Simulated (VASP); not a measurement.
BaTiO3, 5 atoms in the cell. It takes space group P4mm (No. 99, tetragonal). The conventional cell has a = 4.000 Å, b = 4.000 Å, c = 4.018 Å, α = 90.00°, β = 90.00°, γ = 90.00°. Ba (site symmetry 4mm) has 12 O at 2.79 to 2.88 Å and 8 Ti at 3.45 to 3.49 Å within 3.7 Å. Within 2.5 Å of Ti (site symmetry 4mm) lie 6 O at 1.89 to 2.13 Å. O (site symmetry 2mm) has 2 Ti at 2.00 Å within 2.7 Å. O (site symmetry 4mm) has 2 Ti at 1.89 to 2.13 Å within 2.5 Å. 

* Program: VASP 6.6.1
* Task: single point
* Functional: PBE
* Dispersion: D3(BJ)
* Potentials or basis: VASP PAW PBE potentials, release 64 (Ba_sv, Ti_sv, O)
* Cutoff: 520 eV
* k mesh: 7 × 7 × 7
* Occupations: fermi-dirac, width 0.05 eV
* Spin: no spin polarisation
* Dipole correction: no
* Further INCAR settings: ALGO = Normal; EDIFF = 1e-06; NBANDS = 28

Potentials or basis: VASP PAW PBE potentials, release 64 (Ba_sv, Ti_sv, O).

Launch:

```bash
$ cat potpaw_PBE.64/Ba_sv/POTCAR potpaw_PBE.64/Ti_sv/POTCAR potpaw_PBE.64/O/POTCAR > POTCAR
$ mpirun -np 1 vasp_std > vasp.out
```

Hardware: 1 thread of Intel(R) Xeon(R) 6975P-C (Granite Rapids), on a shared host.

How long does it take, and how much memory?

Run time: 36 s on 1 thread of Intel(R) Xeon(R) 6975P-C (Granite Rapids) (shared host), peak memory 0.22 GiB. Counts: scf iterations 16, k points 40.
